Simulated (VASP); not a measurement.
BP:

```xyz
2
Lattice="0.0000 2.2690 2.2690 2.2690 0.0000 2.2690 2.2690 2.2690 0.0000" Properties=species:S:1:pos:R:3 pbc="T T T"
P     3.4035    3.4035    3.4035
B     0.0000    0.0000    0.0000
```

```yaml
Program: VASP 6.6.1
Task: relaxation of cell and atoms
Functional: BLYP
Potentials_or_basis: VASP PAW PBE potentials, release 64 (P, B)
Cutoff: 600 eV
k_mesh: 10 × 10 × 10
Occupations: fermi-dirac, width 0.05 eV
Spin: no spin polarisation
```

At the start: pressure 5.9 GPa; volume 11.68 Å³/atom.

Where does the relaxation end?

Over 3 steps the energy falls by 7.8 meV/atom and the volume is 12.12 Å³/atom (+3.8 %); space group F-43m (No. 216, to 0.05 Å).

The path:
```
step  energy change (eV)  largest force (eV/Å)  pressure (GPa)  volume (Å³)
   1              0.0000                0.0000            5.87        23.36
   2             -0.0090                0.0000           -3.45        24.84
   3             -0.0156                0.0000           -0.01        24.24
```

Final structure:
```cif
data_structure
_symmetry_space_group_name_H-M 'P 1'
_symmetry_Int_Tables_number 1
_cell_length_a 3.2486
_cell_length_b 3.2486
_cell_length_c 3.2486
_cell_angle_alpha 60.000
_cell_angle_beta 60.000
_cell_angle_gamma 60.000
_cell_volume 24.24
loop_
_atom_site_label
_atom_site_type_symbol
_atom_site_fract_x
_atom_site_fract_y
_atom_site_fract_z
_atom_site_occupancy
P1 P 0.75000 0.75000 0.75000 1
B1 B 0.00000 0.00000 0.00000 1
```

Caveat: the PAW data sets were made with another functional, which shifts forces and pressure a little.
